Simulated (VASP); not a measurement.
Write the native input for VASP 6.6.1 that does the following.

- Task: electric field gradients
- Functional: PBE
- Potentials or basis: VASP PAW PBE potentials, release 64 (Fe)
- Cutoff: 520 eV
- k mesh: 16 × 16 × 16
- Occupations: fermi-dirac, width 0.05 eV
- Spin: collinear spin, ferromagnetic start
- Starting moments: [3.0] μB
- Dipole correction: no
- Further INCAR settings: ALGO = Normal; EDIFF = 1e-08; NBANDS = 14

The structure of Fe lies in POSCAR:

```
Fe
1.0
    0.0000000000      1.9417396906      1.9454541107
    1.4984397099      0.0000000000      1.9454541107
    1.4984397099      1.9417396906      0.0000000000
Fe
1
Direct
    0.0000000000      0.0000000000      0.0000000000
```

This cell differs from its parent crystal: zz strain of -1 %.

These files were run (other wordings do the same):

INCAR

```
SYSTEM = Fe
PREC = Accurate
ENCUT = 520
EDIFF = 1E-8
ISMEAR = -1
SIGMA = 0.05
LREAL = .False.
LASPH = .True.
NELM = 150
ALGO = Normal
ISIF = 2
LWAVE = .False.
LCHARG = .False.
ISPIN = 2
MAGMOM = 3
LORBIT = 11
LMAXMIX = 4
GGA = PE
LEFG = .True.
NBANDS = 14
```

KPOINTS

```
regular mesh
0
Gamma
  16 16 16
  0 0 0
```

Potentials or basis: VASP PAW PBE potentials, release 64 (Fe).

Launch:

```bash
$ cat potpaw_PBE.64/Fe/POTCAR > POTCAR
$ mpirun -np 1 vasp_std > vasp.out
```

Results of the run:

```yaml
Pressure: 1.5 GPa
Net_moment: 2.21 μB per cell
Site_moments: Fe +2.21 μB
Largest_electric_field_gradient_by_atom: Fe +6.7 V/Å²
Valence_electrons_inside_the_program's_atomic_spheres: Fe 7.28
```

Caveat: the cell differs from its parent crystal (zz strain of -1 %); without QUAD_EFG the Cq values of the log hold for a quadrupole moment of 1 mb, not for the nuclei.

It took 5.7 min on 1 thread of Intel Xeon 8259CL (shared host), peak memory 0.26 GiB.
